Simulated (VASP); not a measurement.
A run of VASP 6.6.1:

The input INCAR:

```
SYSTEM = Li3Cu4C4O12
ALGO = Normal ; EDIFF = 1E-6
ENCUT = 520 ; GGA = PS
ISIF = 2 ; ISMEAR = -1
LASPH = .TRUE. ; LCHARG = .FALSE.
LREAL = Auto ; LWAVE = .FALSE.
NBANDS = 88 ; NELM = 100
PREC = Accurate ; SIGMA = 0.05
```

Contents of KPOINTS:

```
k-points
0
G
  2 2 1
  0 0 0
```

The input POSCAR:

```
Li3Cu4C4O12
1.0
   -5.3925560000      0.0000000000      0.0000000000
    0.0000000000     -6.1216250000      0.0000000000
    0.0000000000      0.0000000000      8.7583440000
Li Cu C O
3 4 4 12
Direct
    0.0883254620      0.2356563821      0.3531603691
    0.0798137284      0.7687174566      0.6045663427
    0.5148208011      0.2996916668      0.6328136917
    0.2289637790      0.2569089090     -0.0064053205
    0.2314301418      0.7673452719     -0.0053092228
    0.7569508782      0.7485757458      0.0025575611
    0.7788885271      0.2682947747      0.0137468910
    0.0399439524      0.7395421967      0.2694687489
   -0.0338058613      0.2577420211      0.7208211963
    0.5165268567      0.2577910277      0.2845058381
    0.4872457514      0.7921099381      0.7158887571
    0.8229863538      0.7374839197      0.2084526481
   -0.0068427662      0.7279439691      0.4161174761
    0.2350647819      0.7472689033      0.1964869158
    0.1764654832      0.2308864068      0.7777611841
   -0.0389982042      0.2859861556      0.5768213717
    0.7802607891      0.2529393748      0.8083719936
    0.3163249487      0.2473362873      0.1991015653
    0.4892299681      0.2484307680      0.4277749310
    0.7189911426      0.2772793172      0.2134650112
    0.6804936286      0.7890878647      0.8096165211
    0.4666989086      0.7688154697      0.5773465852
    0.2516617352      0.8179854205      0.7854795381
```

Potentials or basis: VASP PAW PBE potentials, release 64 (Li_sv, Cu, C, O).

The run is started by

```sh
$ cat potpaw_PBE.64/Li_sv/POTCAR potpaw_PBE.64/Cu/POTCAR potpaw_PBE.64/C/POTCAR potpaw_PBE.64/O/POTCAR > POTCAR
$ mpirun -np 1 vasp_std > vasp.out
```

Hardware: 1 thread of Intel Xeon 8259CL, with other jobs on the host.

Q: How long does it take, and how much memory?

A: Wall time 8.7 min on 1 thread of Intel Xeon 8259CL, on a shared host, peak memory 0.39 GiB. Counts: scf iterations 21, k points 4.
